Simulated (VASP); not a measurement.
Set up this calculation in VASP 6.6.1, as the native input.

```
Task                   : single point
Functional             : PBE
Potentials or basis    : VASP PAW PBE potentials, release 64 (Y_sv, Mn_pv)
Cutoff                 : 520 eV
k mesh                 : 3 × 1 × 3
Occupations            : gaussian, width 0.1 eV
Spin                   : collinear spin, ferrimagnetic start
Starting moments       : [-0.18, 3.99, 3.56] μB
Dipole correction      : no
Further INCAR settings : ALGO = Normal; EDIFF = 1e-06; NBANDS = 30; ISYM = 0
```

The structure of YMn2 lies in POSCAR:

```
YMn2
1.0
    0.0000000000      3.2301690000      3.2301690000
    3.2301690000      0.0000000000      3.2301690000
    3.2301690000      3.2301690000      0.0000000000
Y Mn
1 2
Direct
    0.0000000000      0.0000000000      0.0000000000
    0.5000000000      0.5000000000      0.5000000000
    0.7500000000      0.7500000000      0.7500000000
```

These files were run (other wordings do the same):

INCAR

```
  PREC = Accurate
  ENCUT = 520
  EDIFF = 1E-6
  ISMEAR = 0
  SIGMA = 0.1
  LREAL = False
  LASPH = True
  NELM = 150
  ALGO = Normal
  ISIF = 2
  LWAVE = False
  LCHARG = True
  ISPIN = 2
  MAGMOM = -0.18 3.99 3.56
  LORBIT = 11
  LMAXMIX = 4
  GGA = PE
  LELF = True
  LVHAR = True
  ISYM = 0
  NBANDS = 30
```

KPOINTS

```
Automatic mesh
0
Gamma
  3 1 3
```

Potentials or basis: VASP PAW PBE potentials, release 64 (Y_sv, Mn_pv).

Launch:

```console
$ cat potpaw_PBE.64/Y_sv/POTCAR potpaw_PBE.64/Mn_pv/POTCAR > POTCAR
$ mpirun -np 1 vasp_std > vasp.out
```

It gave:

```
Pressure                                              : -4.3 GPa
Net moment                                            : 6.37 μB per cell
Site moments                                          : Y -0.24; Mn +3.39, +3.12 μB
Valence electrons inside the program's atomic spheres : Y 9.62; Mn 11.47, 11.65
```

Caveat: the k points lie up to 1.68 Å⁻¹ apart.

It took 79 s on 1 thread of Intel(R) Xeon(R) Platinum 8488C (Sapphire Rapids) (shared host), peak memory 0.26 GiB.
